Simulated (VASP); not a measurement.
# CsBr (Pm-3m) in VASP: notebook, part 2 of 2

VASP 6.6.1. Earlier steps stand in the parts before.

## 3. Single point, r2SCAN (volume changed by -3%)

File POSCAR:

```
CsBr
1.0
    4.2759652543      0.0000000000      0.0000000000
    0.0000000000      4.2759652543      0.0000000000
    0.0000000000      0.0000000000      4.2759652543
Cs Br
1 1
Direct
    0.0000000000      0.0000000000      0.0000000000
    0.5000000000      0.5000000000      0.5000000000
```

File INCAR.step1:

```
ALGO = Normal
EDIFF = 1E-5
ENCUT = 550
GGA = PE
GGA_COMPAT = F
ISMEAR = 0
LASPH = T
LCHARG = F
LREAL = F
LWAVE = T
NBANDS = 15
NELM = 120
PREC = Accurate
SIGMA = 0.01
```

File INCAR.step2:

```
ALGO = Normal
EDIFF = 1E-6
ENCUT = 550
GGA_COMPAT = F
ISIF = 2
ISMEAR = 0
ISTART = 1
LASPH = T
LCHARG = F
LMIXTAU = T
LREAL = F
LWAVE = F
METAGGA = R2SCAN
NBANDS = 15
NELM = 120
PREC = Accurate
SIGMA = 0.01
```

File KPOINTS:

```
k-points
0
Gamma
  6 6 6
```

Potentials or basis: VASP PAW PBE potentials, release 64 (Cs_sv, Br).

On the command line:

```
$ cat potpaw_PBE.64/Cs_sv/POTCAR potpaw_PBE.64/Br/POTCAR > POTCAR
$ cp INCAR.step1 INCAR
$ mpirun -np 1 vasp_std > vasp.out
$ cp INCAR.step2 INCAR
$ mpirun -np 1 vasp_std > vasp.out
```

OUTCAR:

```text
EDIFF = 1E-6
   ENCUT = 550
   ISIF = 2
   ISMEAR = 0
   ISTART = 1
   LASPH = T
   LREAL = F
   METAGGA = R2SCAN
   NELM = 120
   PREC = Accurate

 ion  position               nearest neighbor table
   1  0.000  0.000  0.000-
   2  0.500  0.500  0.500-

  LATTYP: Found a simple cubic cell.
 ALAT       =     4.2759652543

  Lattice vectors:

 A1 = (   4.2759652543,   0.0000000000,   0.0000000000)
 A2 = (   0.0000000000,   4.2759652543,   0.0000000000)
 A3 = (   0.0000000000,   0.0000000000,   4.2759652543)

Analysis of symmetry for initial positions (statically):
=====================================================================
 Subroutine PRICEL returns:
 Original cell was already a primitive cell.

 Routine SETGRP: Setting up the symmetry group for a
 simple cubic supercell.

 Subroutine GETGRP returns: Found 48 space group operations
[... 9 lines left out ...]

 Routine SETGRP: Setting up the symmetry group for a
 simple cubic supercell.

 Subroutine GETGRP returns: Found 48 space group operations
[... 11 lines left out ...]
                                     Primitive cell

  volume of cell :      78.1812

  direct lattice vectors                    reciprocal lattice vectors
     4.275965254  0.000000000  0.000000000     0.233865324  0.000000000  0.000000000
     0.000000000  4.275965254  0.000000000     0.000000000  0.233865324  0.000000000
     0.000000000  0.000000000  4.275965254     0.000000000  0.000000000  0.233865324

  length of vectors
     4.275965254  4.275965254  4.275965254     0.233865324  0.233865324  0.233865324

  position of ions in fractional coordinates (direct lattice)
     0.000000000  0.000000000  0.000000000
     0.500000000  0.500000000  0.500000000

  ion indices of the primitive-cell ions
   primitive index   ion index
                 1           1
                 2           2

----------------------------------------------------------------------------------------

 KPOINTS: k-points
[... 89 lines left out ...]
   LHFCALC =     F    Hartree Fock is set to
   AEXX    =    0.0000 exact exchange contribution
   IVDW    =     0    specifies the selected vdW correction
   LEPSILON=     F    determine dielectric tensor
   LRPA    =     F    only Hartree local field effects (RPA)
 non-spin polarized calculation
 Gauss-broadening in eV      SIGMA  =   0.01
  energy-cutoff  :      550.00
  volume of cell :       78.18
 maximum number of plane-waves:      2320
 NGX is ok and might be reduce to    36
   NGX = 17   NGY = 17   NGZ = 17

 number of electron      15.9999997 magnetization

 Free energy of the ion-electron system (eV)
  ---------------------------------------------------
  ext. energy  EPLUGINS =         0.00000000
  ---------------------------------------------------
  free energy    TOTEN  =       -42.32001939 eV

  energy without entropy =      -42.32001939  energy(sigma->0) =      -42.32001939

 E-fermi :  -0.4880     XC(G=0):  -8.4947

 val. band max:       -0.6207633614   @ k =   0.0000   0.0000   0.0000
 cond. band min:       4.6962575591   @ k =   0.0000   0.0000   0.0000
 fundamental gap:      5.3170209205
 Fermi energy:        -0.4880038923

 k-point     1 :       0.0000    0.0000    0.0000
  band No.  band energies     occupation
      1     -20.9200      2.00000
      2     -13.4322      2.00000
      3      -7.1336      2.00000
      4      -7.1336      2.00000
      5      -7.1336      2.00000
      6      -0.6208      2.00000
      7      -0.6208      2.00000
      8      -0.6208      2.00000
      9       4.6963      0.00000
     10       4.7699      0.00000
     11       4.7699      0.00000
     12       9.2222      0.00000
     13       9.2222      0.00000
     14       9.2222      0.00000
[... 329 lines left out ...]
      2     -13.2425      2.00000
      3      -7.5481      2.00000
      4      -7.5481      2.00000
      5      -7.5481      2.00000
      6      -1.8209      2.00000
      7      -1.8209      2.00000
      8      -1.8209      2.00000
      9       8.4168      0.00000
     10       8.4168      0.00000
     11       8.4168      0.00000
     12       9.3169      0.00000
     13       9.3169      0.00000
     14       9.3169      0.00000
     15      11.4104      0.00000

------------------------ aborting loop because EDIFF is reached ----------------------------------------

  FORCE on cell =-STRESS in cart. coord.  units (eV):
  Direction    XX          YY          ZZ          XY          YZ          ZX
  --------------------------------------------------------------------------------------
  -------------------------------------------------------------------------------------
  Total        0.3005302      0.3005302      0.3005302     -0.0000000     -0.0000000     -0.0000000
  in kB        6.1588010      6.1588010      6.1588010     -0.0000000     -0.0000000     -0.0000000
  external PRESSURE =       6.1588010 kB  Pullay stress =       0.0000000 kB

 VOLUME and BASIS-vectors are now :
 -----------------------------------------------------------------------------
  energy-cutoff  :      550.00
  volume of cell :       78.18
      direct lattice vectors                 reciprocal lattice vectors
     4.275965254  0.000000000  0.000000000     0.233865324  0.000000000  0.000000000
     0.000000000  4.275965254  0.000000000     0.000000000  0.233865324  0.000000000
     0.000000000  0.000000000  4.275965254     0.000000000  0.000000000  0.233865324

 POSITION                                       TOTAL-FORCE (eV/Angst)
 -----------------------------------------------------------------------------------
      0.00000      0.00000      0.00000         0.000000      0.000000      0.000000
      2.13798      2.13798      2.13798         0.000000      0.000000      0.000000
 -----------------------------------------------------------------------------------
    total drift:                                0.000000      0.000000      0.000000

  FREE ENERGIE OF THE ION-ELECTRON SYSTEM (eV)
  ---------------------------------------------------
  free  energy   TOTEN  =       -42.3200193893 eV

  energy  without entropy=      -42.3200193893  energy(sigma->0) =      -42.32001939
```

It took 68 s on 1 thread of Intel Xeon Platinum 8259CL at 2.50GHz (Skylake/Cascade Lake), shared host; peak memory 0.22 GiB.

Results:

| Item | Value |
| --- | --- |
| Free energy | -42.3200 eV |
| Pressure | 0.6 GPa |
| Band gap on the k mesh | 5.32 eV, direct |

Caveat: the PAW data sets were made with another functional, which shifts forces and pressure a little; spin-orbit coupling is left out, which moves the levels of the heavy elements. A k mesh can miss the band edges.
